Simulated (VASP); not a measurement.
A run of VASP 6.6.1 is set up as follows.

File POSCAR:

```
C
1.0
    4.2551700000      0.0000000000      0.0000000000
    0.0000000000      4.2551700000      0.0000000000
    0.0000000000      0.0000000000      1.2822900000
C
1
Direct
    0.5000000000      0.5000000000      0.5000000000
```

INCAR.step1

```
ALGO     = Normal         # electronic algorithm
EDIFF    = 1E-5           # SCF threshold, eV
ENCUT    = 520            # plane-wave cutoff, eV
GGA      = PE             # functional
ISIF     = 2              # what is computed and relaxed
ISMEAR   = -1             # smearing method
LASPH    = T              # aspherical terms in the spheres
LCHARG   = F              # write CHGCAR
LREAL    = F              # projectors in reciprocal space
LWAVE    = T              # write WAVECAR
NBANDS   = 8              # bands
NELM     = 80             # most SCF steps
PREC     = Accurate       # precision mode
SIGMA    = 0.05           # smearing width, eV
```

Contents of INCAR.step2:

```
AEXX     = 0.1            # exact-exchange fraction
ALGO     = Normal         # electronic algorithm
EDIFF    = 1E-7           # SCF threshold, eV
ENCUT    = 520            # plane-wave cutoff, eV
ISIF     = 2              # what is computed and relaxed
ISMEAR   = -1             # smearing method
ISTART   = 1            
LASPH    = T              # aspherical terms in the spheres
LCHARG   = F              # write CHGCAR
LHFCALC  = T              # exact exchange
LMIXTAU  = T            
LREAL    = F              # projectors in reciprocal space
LWAVE    = F              # write WAVECAR
METAGGA  = R2SCAN         # meta-GGA
NBANDS   = 8              # bands
NELM     = 80             # most SCF steps
PREC     = Accurate       # precision mode
PRECFOCK = Normal       
SIGMA    = 0.05           # smearing width, eV
```

File KPOINTS:

```
k-points
0
Gamma
  4 4 11
```

Potentials or basis: VASP PAW PBE potentials, release 64 (C).

Run with:

```console
$ cat potpaw_PBE.64/C/POTCAR > POTCAR
$ cp INCAR.step1 INCAR
$ mpirun -np 1 vasp_std > vasp.out
$ cp INCAR.step2 INCAR
$ mpirun -np 1 vasp_std > vasp.out
```

(1) Estimate the band gap on the k mesh.

(2) What does it give for the pressure?

Results:

(1) zero (band 2 reaches 7.97 eV, above the bottom of band 3 at -8.25 eV).

(2) -2.0 GPa.

Caveat: the k points lie up to 0.45 Å⁻¹ apart; the PAW data sets were made with another functional, which shifts forces and pressure a little.
